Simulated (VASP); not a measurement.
AlN:

```xyz
4
Lattice="3.0886 0.0000 -0.4633 -1.5443 2.6748 0.2316 -0.7415 0.0000 4.8778" Properties=species:S:1:pos:R:3 pbc="T T T"
Al   -0.0011    1.7832    0.0074
Al    1.1724    0.8916    2.2147
N    -0.2844    1.7832    1.8705
N     0.8892    0.8916    4.0778
```

This cell differs from its parent crystal: engineering shear strain xz -0.3000, normal strain along z -0.0133.

```yaml
Program: VASP 6.6.1
Task: relaxation of the atoms
Functional: LDA
Potentials_or_basis: VASP PAW LDA potentials, release 64 (Al, N)
Cutoff: 520 eV
k_mesh: 9 × 9 × 6
Occupations: gaussian, width 0.05 eV
Spin: no spin polarisation
```

At the start: pressure 11.0 GPa; volume 9.84 Å³/atom.

Task: Where does the relaxation end?

Result: Over 12 steps the energy falls by 69.4 meV/atom at a fixed cell; space group Cc (No. 9, to 0.1 Å) before and after.

The path:
```tsv
step	energy change (eV)	largest force (eV/Å)	pressure (GPa)
1	0.0000	2.5218	11.05
2	-0.0574	2.0973	6.40
3	-0.2581	0.4945	6.50
4	-0.2719	0.2063	5.43
5	-0.2720	0.1761	5.50
6	-0.2742	0.0896	5.27
7	-0.2746	0.1387	5.12
8	-0.2763	0.0814	5.15
9	-0.2774	0.0363	5.19
10	-0.2774	0.0320	5.18
11	-0.2774	0.0213	5.28
12	-0.2774	0.0091	5.26
```

Final structure:
```
Al N
1.0
     3.08862    0.00000   -0.46329
    -1.54431    2.67482    0.23165
    -0.74154    0.00000    4.87783
Al N
2 2
Direct
  0.35162 0.66373 0.00671
  0.68789 0.33627 0.50671
  0.32449 0.68848 0.37829
  0.63600 0.31152 0.87829
```

Caveat: the cell differs from its parent crystal (engineering shear strain xz -0.3000, normal strain along z -0.0133).
